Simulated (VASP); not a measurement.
# KF (F-43m) in VASP: a series of runs

The runs below take KF through relaxation of cell and atoms, single point, with PBE.

All numbers are computed with VASP 6.6.1; they aren't measurements. Logs are shortened: lines on timing, memory, paths and dates and some standing lists are left out, and cuts for length are marked.

## 1. The cell of the first run

It takes space group F-43m (No. 216, cubic). The conventional cell has a = 6.048 Å, b = 6.048 Å, c = 6.048 Å, α = 90.00°, β = 90.00°, γ = 90.00°. Within 3.5 Å of K (site symmetry -43m) lie 4 F at 2.62 Å. Within 3.5 Å of F (site symmetry -43m) lie 4 K at 2.62 Å.

The cell was built from a structure type or drawn by symmetry, and may not be a known phase.

## 2. Relaxation of cell and atoms, PBE

INCAR

```
SYSTEM = KF
ALGO = Normal ; EDIFF = 1E-6
EDIFFG = -0.08 ; ENCUT = 600
GGA = PE ; IBRION = 2
ISIF = 3 ; ISMEAR = 0
LASPH = .TRUE. ; LCHARG = .FALSE.
LREAL = .FALSE. ; LWAVE = .FALSE.
NELM = 60 ; NSW = 36
PREC = Accurate ; SIGMA = 0.15
```

KPOINTS

```
k-points
0
G
  4 4 4
  0 0 0
```

POSCAR

```
KF
1.0
    0.0000000000      3.0242355500      3.0242355500
    3.0242355500      0.0000000000      3.0242355500
    3.0242355500      3.0242355500      0.0000000000
K F
1 1
Direct
    0.0000000000      0.0000000000      0.0000000000
    0.2500000000      0.2500000000      0.2500000000
```

Potentials or basis: VASP PAW PBE potentials, release 64 (K_sv, F).

Launch:

```bash
$ cat potpaw_PBE.64/K_sv/POTCAR potpaw_PBE.64/F/POTCAR > POTCAR
$ mpirun -np 1 vasp_std > vasp.out
```

OUTCAR:

```text
SYSTEM = KF
   EDIFF = 1E-6
   EDIFFG = -0.08
   ENCUT = 600
   GGA = PE
   IBRION = 2
   ISIF = 3
   ISMEAR = 0
   LASPH = .TRUE.
   LREAL = .FALSE.
   NELM = 60
   NSW = 36
   PREC = Accurate

 ion  position               nearest neighbor table
   1  0.000  0.000  0.000-   2 2.62   2 2.62   2 2.62   2 2.62
   2  0.250  0.250  0.250-   1 2.62   1 2.62   1 2.62   1 2.62

  LATTYP: Found a face centered cubic cell.
 ALAT       =     6.0484711000

  Lattice vectors:

 A1 = (   0.0000000000,   3.0242355500,   3.0242355500)
 A2 = (   3.0242355500,   0.0000000000,   3.0242355500)
 A3 = (   3.0242355500,   3.0242355500,   0.0000000000)

Analysis of symmetry for initial positions (statically):
=====================================================================
 Subroutine PRICEL returns:
 Original cell was already a primitive cell.

 Routine SETGRP: Setting up the symmetry group for a
 face centered cubic supercell.

 Subroutine GETGRP returns: Found 24 space group operations
 (whereof 24 operations were pure point group operations)
 out of a pool of 48 trial point group operations.

The static configuration has the point symmetry T_d .

Analysis of symmetry for dynamics (positions and initial velocities):
=====================================================================
 Subroutine PRICEL returns:
 Original cell was already a primitive cell.

 Routine SETGRP: Setting up the symmetry group for a
 face centered cubic supercell.

 Subroutine GETGRP returns: Found 24 space group operations
 (whereof 24 operations were pure point group operations)
 out of a pool of 48 trial point group operations.

The dynamic configuration has the point symmetry T_d .

 Subroutine INISYM returns: Found 24 space group operations
 (whereof 24 operations are pure point group operations),
 and found     1 'primitive' translations

----------------------------------------------------------------------------------------

                                     Primitive cell

  volume of cell :      55.3193

  direct lattice vectors                    reciprocal lattice vectors
     0.000000000  3.024235550  3.024235550    -0.165331037  0.165331037  0.165331037
     3.024235550  0.000000000  3.024235550     0.165331037 -0.165331037  0.165331037
     3.024235550  3.024235550  0.000000000     0.165331037  0.165331037 -0.165331037

  length of vectors
     4.276914931  4.276914931  4.276914931     0.286361756  0.286361756  0.286361756

  position of ions in fractional coordinates (direct lattice)
     0.000000000  0.000000000  0.000000000
     0.250000000  0.250000000  0.250000000

  ion indices of the primitive-cell ions
   primitive index   ion index
                 1           1
                 2           2

----------------------------------------------------------------------------------------

 KPOINTS: k-points

Automatic generation of k-mesh.
 Grid dimensions read from file:
 generate k-points for:    4    4    4

 Generating k-lattice:

  Cartesian coordinates                     Fractional coordinates (reciprocal lattice)
    -0.041332759  0.041332759  0.041332759     0.250000000  0.000000000  0.000000000
     0.041332759 -0.041332759  0.041332759     0.000000000  0.250000000  0.000000000
     0.041332759  0.041332759 -0.041332759     0.000000000  0.000000000  0.250000000

  Length of vectors
     0.071590439  0.071590439  0.071590439

  Shift w.r.t. Gamma in fractional coordinates (k-lattice)
     0.000000000  0.000000000  0.000000000

 Subroutine IBZKPT returns following result:
 ===========================================

 Found      8 irreducible k-points:

 Following reciprocal coordinates:
            Coordinates               Weight
  0.000000  0.000000  0.000000      1.000000
  0.250000  0.000000  0.000000      8.000000
  0.500000  0.000000  0.000000      4.000000
  0.250000  0.250000  0.000000      6.000000
  0.500000  0.250000  0.000000     24.000000
 -0.250000  0.250000  0.000000     12.000000
  0.500000  0.500000  0.000000      3.000000
 -0.250000  0.500000  0.250000      6.000000
   k-points           NKPTS =      8   k-points in BZ     NKDIM =      8   number of bands    NBANDS=     12
   number of dos      NEDOS =    301   number of ions     NIONS =      2
   total plane-waves  NPLWV =  46656
   dimension x,y,z NGX =    36 NGY =   36 NGZ =   36
   dimension x,y,z NGXF=    72 NGYF=   72 NGZF=   72
   ions per type =               1   1
   NGX,Y,Z   is equivalent  to a cutoff of  13.99, 13.99, 13.99 a.u.
   NGXF,Y,Z  is equivalent  to a cutoff of  27.99, 27.99, 27.99 a.u.
 SYSTEM =  KF
   PREC   = accura    normal or accurate (medium, high low for compatibility)
   ISTART =      0    job   : 0-new  1-cont  2-samecut
   ICHARG =      2    charge: 1-file 2-atom 10-const
   ISPIN  =      1    spin polarized calculation?
   LNONCOLLINEAR =      F non collinear calculations
   LSORBIT =      F    spin-orbit coupling
   LASPH  =      T    aspherical Exc in radial PAW
   ENCUT  =  600.0 eV  44.10 Ry    6.64 a.u.   8.54  8.54  8.54*2*pi/ulx,y,z
   NELM   =     60;   NELMIN=  2; NELMDL= -5     # of ELM steps
   EDIFF  = 0.1E-05   stopping-criterion for ELM
   LREAL  =      F    real-space projection
   EDIFFG = -.8E-01   stopping-criterion for IOM
   NSW    =     36    number of steps for IOM
   IBRION =      2    ionic relax: 0-MD 1-quasi-New 2-CG
   NFREE  =      1    steps in history (QN), initial steepest desc. (CG)
   ISIF   =      3    stress and relaxation
   ISYM   =      2    0-nonsym 1-usesym 2-fastsym
   POTIM  = 0.5000    time-step for ionic-motion
   TEBEG  =    0.0;   TEEND  =   0.0 temperature during run
   PSTRESS=    0.0 pullay stress
   NELECT =      16.0000    total number of electrons
   NUPDOWN=      -1.0000    fix difference up-down
   EMIN   =  10.00;   EMAX   =-10.00  energy-range for DOS
   EFERMI =   0.00;   METHOD = LEGACY
   ISMEAR =     0;   SIGMA  =   0.15  broadening in eV -4-tet -1-fermi 0-gaus
   EFERMI_NEDOS =   21; number of points for ismear=-14 and -15
   IALGO  =     38    algorithm
   IMIX   =      4    mixing-type and parameters
     AMIX     =   0.40;   BMIX     =  1.00
     AMIX_MAG =   1.60;   BMIX_MAG =  1.00
  volume/ion in A,a.u.               =      27.66       186.66
  Fermi-wavevector in a.u.,A,eV,Ry     =   1.082653  2.045917 15.947894  1.172137
  Thomas-Fermi vector in A             =   2.218700
   LORBIT       =      0    0 simple, 1 ext, 2 COOP (PROOUT), +10 PAW based schemes
   GGA     = PE    functional components
   LHFCALC =     F    Hartree Fock is set to
   AEXX    =    0.0000 exact exchange contribution
   IVDW    =     0    specifies the selected vdW correction
   LEPSILON=     F    determine dielectric tensor
   LRPA    =     F    only Hartree local field effects (RPA)
 conjugate gradient relaxation of ions
 non-spin polarized calculation
 Gauss-broadening in eV      SIGMA  =   0.15
  energy-cutoff  :      600.00
  volume of cell :       55.32
 maximum number of plane-waves:      1859
 NGX is ok and might be reduce to    36
   NGX = 17   NGY = 17   NGZ = 17

--------------------------------------- Ionic step        1  -------------------------------------------

 number of electron      15.9999996 magnetization

 Free energy of the ion-electron system (eV)
  ---------------------------------------------------
  ext. energy  EPLUGINS =         0.00000000
  ---------------------------------------------------
  free energy    TOTEN  =        -8.12572014 eV

  energy without entropy =       -8.12572014  energy(sigma->0) =       -8.12572014

------------------------ aborting loop because EDIFF is reached ----------------------------------------

  FORCE on cell =-STRESS in cart. coord.  units (eV):
  Direction    XX          YY          ZZ          XY          YZ          ZX
  --------------------------------------------------------------------------------------
  -------------------------------------------------------------------------------------
  Total       -0.3157269     -0.3157269     -0.3157269      0.0000000     -0.0000000     -0.0000000
  in kB       -9.1441918     -9.1441918     -9.1441918      0.0000000     -0.0000000     -0.0000000
  external PRESSURE =      -9.1441918 kB  Pullay stress =       0.0000000 kB

 VOLUME and BASIS-vectors are now :
 -----------------------------------------------------------------------------
  energy-cutoff  :      600.00
  volume of cell :       55.32
      direct lattice vectors                 reciprocal lattice vectors
     0.000000000  3.024235550  3.024235550    -0.165331037  0.165331037  0.165331037
     3.024235550  0.000000000  3.024235550     0.165331037 -0.165331037  0.165331037
     3.024235550  3.024235550  0.000000000     0.165331037  0.165331037 -0.165331037
[... 37 lines left out ...]
 POSITION                                       TOTAL-FORCE (eV/Angst)
 -----------------------------------------------------------------------------------
      3.00120      6.00241      3.00120        -0.000000     -0.000000     -0.000000
      1.50060      1.50060      1.50060         0.000000      0.000000      0.000000
 -----------------------------------------------------------------------------------
    total drift:                               -0.000000     -0.000000      0.000000

  FREE ENERGIE OF THE ION-ELECTRON SYSTEM (eV)
  ---------------------------------------------------
  free  energy   TOTEN  =        -8.1313531436 eV

  energy  without entropy=       -8.1313531436  energy(sigma->0) =       -8.13135314

--------------------------------------- Ionic step        3  -------------------------------------------

 number of electron      16.0000002 magnetization

 Free energy of the ion-electron system (eV)
  ---------------------------------------------------
  ext. energy  EPLUGINS =         0.00000000
  ---------------------------------------------------
  free energy    TOTEN  =        -8.13374329 eV

  energy without entropy =       -8.13374329  energy(sigma->0) =       -8.13374329

 E-fermi :  -3.0500     XC(G=0):  -6.8671

 val. band max:       -3.7263139410   @ k =  -0.2500   0.5000   0.2500
 cond. band min:       1.3277724409   @ k =   0.0000   0.0000   0.0000
 fundamental gap:      5.0540863819
 Fermi energy:        -3.0500457088

 k-point     1 :       0.0000    0.0000    0.0000
  band No.  band energies     occupation
      1     -30.0324      2.00000
      2     -22.2301      2.00000
      3     -13.4474      2.00000
      4     -13.4474      2.00000
      5     -13.4474      2.00000
      6      -3.9057      2.00000
      7      -3.9057      2.00000
      8      -3.9057      2.00000
      9       1.3278      0.00000
     10       7.8787      0.00000
     11       7.9062      0.00000
     12       7.9785      0.00000

 k-point     2 :       0.2500    0.0000    0.0000
  band No.  band energies     occupation
      1     -30.0156      2.00000
      2     -22.2634      2.00000
      3     -13.4968      2.00000
      4     -13.4684      2.00000
      5     -13.4684      2.00000
      6      -3.9781      2.00000
      7      -3.8647      2.00000
      8      -3.8647      2.00000
      9       2.4157      0.00000
     10       7.0067      0.00000
     11       7.2599      0.00000
     12       7.2599      0.00000
[... 110 lines left out ...]
 POSITION                                       TOTAL-FORCE (eV/Angst)
 -----------------------------------------------------------------------------------
      0.00000     -0.00000      0.00000         0.000000      0.000000      0.000000
      1.48736      1.48736      1.48736        -0.000000     -0.000000     -0.000000
 -----------------------------------------------------------------------------------
    total drift:                                0.000000      0.000000      0.000000

  FREE ENERGIE OF THE ION-ELECTRON SYSTEM (eV)
  ---------------------------------------------------
  free  energy   TOTEN  =        -8.1337432892 eV

  energy  without entropy=       -8.1337432892  energy(sigma->0) =       -8.13374329

 reached required accuracy - stopping structural energy minimisation
```

Wall time 15 s (1 thread of AMD EPYC 9R45 (Zen 5), shared host); peak memory 0.18 GiB.

Results:

```
Free energy                           : -8.1337 eV
Relaxed volume                        : 26.32 Å³/atom
Relaxed cell                          : a = 4.207 Å, b = 4.207 Å, c = 4.207 Å, α = 60.00°, β = 60.00°, γ = 60.00°
Space group after relaxing (to 0.1 Å) : F-43m (No. 216)
Energy gained by relaxing             : 4.0 meV/atom
Ionic steps                           : 3
Pressure after relaxing               : 0.0 GPa
Band gap on the k mesh                : 5.05 eV (least direct gap 5.23 eV)
```

Step by step:
| step | energy change (eV) | largest force (eV/Å) | pressure (GPa) | volume (Å³) |
| --- | --- | --- | --- | --- |
| 1 | 0.0000 | 0.0000 | -0.91 | 55.32 |
| 2 | -0.0056 | 0.0000 | -0.52 | 54.07 |
| 3 | -0.0080 | 0.0000 | -0.01 | 52.65 |

Final structure:
```
K F
1.0
     0.00000    2.97471    2.97471
     2.97471    0.00000    2.97471
     2.97471    2.97471    0.00000
K F
1 1
Direct
  0.00000 0.00000 0.00000
  0.25000 0.25000 0.25000
```

Levels at points of the mesh, in eV from the valence-band top:
| k point | band 4 | band 5 | band 6 | band 7 | band 8 | band 9 | band 10 | band 11 | band 12 |
| --- | --- | --- | --- | --- | --- | --- | --- | --- | --- |
| (0.00, 0.00, 0.00) | -9.72 | -9.72 | -0.18 | -0.18 | -0.18 | 5.05 | 11.61 | 11.63 | 11.70 |
| (0.50, 0.00, 0.00) | -9.76 | -9.76 | -0.26 | -0.10 | -0.10 | 7.87 | 9.01 | 10.75 | 10.75 |
| (0.50, 0.50, 0.00) | -9.83 | -9.74 | -0.41 | 0.00 | 0.00 | 8.15 | 8.28 | 12.01 | 12.75 |

Caveat: the k points lie up to 0.46 Å⁻¹ apart in the final cell.

## 3. Single point, PBE

This run uses another cell than the first one, of 26.35 Å³/atom.

INCAR

```
SYSTEM = KF
ALGO = Normal
EDIFF = 1E-6
ENCUT = 520
GGA = PE
ISIF = 2
ISMEAR = 0
LASPH = .True.
LCHARG = .False.
LREAL = .False.
LWAVE = .False.
NBANDS = 15
NELM = 80
PREC = Accurate
SIGMA = 0.02
```

KPOINTS

```
k-points
0
Gamma
  8 8 8
  0 0 0
```

POSCAR

```
KF
1.0
    0.0000000000      2.9758445189      2.9758445189
    2.9758445189      0.0000000000      2.9758445189
    2.9758445189      2.9758445189      0.0000000000
K F
1 1
Direct
    0.0000000000      0.0000000000      0.0000000000
    0.7500000000      0.7500000000      0.7500000000
```

Potentials or basis: VASP PAW PBE potentials, release 64 (K_sv, F).

Launch:

```bash
$ cat potpaw_PBE.64/K_sv/POTCAR potpaw_PBE.64/F/POTCAR > POTCAR
$ mpirun -np 1 vasp_std > vasp.out
```

Wall time 12 s (1 thread of AMD EPYC 9R45 (Zen 5), shared host); peak memory 0.15 GiB.

It converged, with:

```yaml
Free_energy: -8.1294 eV
Pressure: 0.0 GPa
Band_gap_on_the_k_mesh: 5.05 eV (least direct gap 5.23 eV)
```

Levels at points of the mesh, in eV from the valence-band top:
```
           k point  band 5  band 6  band 7  band 8  band 9  band 10  band 11  band 12
(0.00, 0.00, 0.00)   -9.73   -0.18   -0.18   -0.18    5.05    11.60    11.60    11.70
(0.50, 0.00, 0.00)   -9.77   -0.26   -0.10   -0.10    7.86     9.00    10.74    10.74
(0.50, 0.50, 0.00)   -9.75   -0.41    0.00    0.00    8.14     8.28    12.00    12.71
```

A k mesh can miss the band edges.
